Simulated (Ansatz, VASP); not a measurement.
Sr: VASP beside Ansatz

File INCAR:

```
PREC = Accurate
ENCUT = 520
EDIFF = 1E-7
ISMEAR = 0
SIGMA = 0.03
LREAL = F
LASPH = T
NELM = 100
ALGO = Normal
ISIF = 2
LWAVE = F
LCHARG = F
GGA = PS
NBANDS = 11
```

File KPOINTS:

```
Automatic mesh
0
Gamma
  10 10 10
```

Contents of POSCAR:

```
Sr
1.0
    0.0000000000      3.1944675000      3.1944675000
    3.1944675000      0.0000000000      3.1944675000
    3.1944675000      3.1944675000      0.0000000000
Sr
1
Direct
    0.0000000000      0.0000000000      0.0000000000
```

Input for Ansatz:

```yaml
crystal:
  lattice:
    - [0.0, 3.1944675, 3.1944675]
    - [3.1944675, 0.0, 3.1944675]
    - [3.1944675, 3.1944675, 0.0]
  atoms:
    - { symbol: Sr, position: [0.0, 0.0, 0.0] }
basis:
  ecutwfc: 420
kpoints:
  mp_grid: { grid: [10, 10, 10] }
hamiltonian:
  xc: pbesol
scf:
  occupations: { method: gaussian, width: 0.03 }
output:
  forces: true
  stress: true
  eigenvalues: true
```

Change from the starting cell: strain +0.050 along x and y, +0.050 along z, atoms carried along.

Alike in both runs: task single point; functional PBEsol; k mesh 10 × 10 × 10; occupations gaussian, width 0.03 eV; no spin polarisation.

|  | VASP | Ansatz |
| --- | --- | --- |
| version | VASP 6.6.1 | Ansatz 0.2.0 |
| potentials or method | VASP PAW PBE potentials, release 64 (Sr_sv), cutoff 520 eV | scalar-relativistic, plane waves, PAW |
| valence electrons in the cell | 10 | 10 |

|  | VASP | Ansatz | Ansatz less VASP |
| --- | --- | --- | --- |
| gap on the k mesh at the Fermi level (eV) | none | none | - |
| pressure (GPa) | -1.9 | -1.9 | -0.01 |

VASP's potentials were made for PBE, not for PBEsol. A gap of «none» marks a metal or a gap that the smearing closes.
